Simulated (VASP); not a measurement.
Set up this calculation in VASP 6.6.1, as the native input.

```yaml
Task: relaxation of cell and atoms
Functional: PBE
Potentials_or_basis: VASP PAW PBE potentials, release 64 (K_sv, Ru_pv)
Cutoff: 600 eV
k_mesh: 6 × 6 × 4
Occupations: gaussian, width 0.1 eV
Spin: no spin polarisation
Dipole_correction: no
Further_INCAR_settings: ALGO = Fast; EDIFF = 1e-06; IBRION = 2; EDIFFG = -0.04; NSW = 90; ISIF = 3
```

The structure of KRu4 lies in POSCAR:

```
KRu4
1.0
    4.4715549000      0.0000000000      0.0000000000
   -2.2357774500      3.8724801400      0.0000000000
    0.0000000000      0.0000000000      6.0864028400
K Ru
1 4
Direct
    0.0000000000      0.0000000000      0.0000000000
    0.3333333300      0.6666666700      0.0000000000
    0.6666666700      0.3333333300      0.0000000000
    0.3333333300      0.6666666700      0.5000000000
    0.6666666700      0.3333333300      0.5000000000
```

The cell was generated, and may not be a known phase.

These files were run (other wordings do the same):

INCAR

```
PREC = Accurate
ENCUT = 600
EDIFF = 1E-6
ISMEAR = 0
SIGMA = 0.1
LREAL = False
LASPH = True
NELM = 60
ALGO = Fast
ISIF = 3
LWAVE = False
LCHARG = False
GGA = PE
IBRION = 2
NSW = 90
EDIFFG = -0.04
```

KPOINTS

```
regular mesh
0
Gamma
  6 6 4
```

Potentials or basis: VASP PAW PBE potentials, release 64 (K_sv, Ru_pv).

Run with:

```sh
$ cat potpaw_PBE.64/K_sv/POTCAR potpaw_PBE.64/Ru_pv/POTCAR > POTCAR
$ mpirun -np 1 vasp_std > vasp.out
```

Results of the run:

```
Relaxed volume                        : 18.95 Å³/atom
Relaxed cell                          : a = 4.829 Å, b = 4.829 Å, c = 4.693 Å, α = 90.00°, β = 90.00°, γ = 120.00°
Space group after relaxing (to 0.1 Å) : P6/mmm (No. 191)
Energy gained by relaxing             : 740.3 meV/atom
Ionic steps                           : 10
Pressure after relaxing               : 0.1 GPa
Band gap on the k mesh                : zero (an odd number of electrons rules out a gap without spin polarisation)
```

Caveat: a cell axis changed by over 15 % at a fixed basis, so the end point is rough.

Run time: 27 min on 1 thread of Oxide Virtual Turin-like Processor (shared host), peak memory 0.27 GiB.
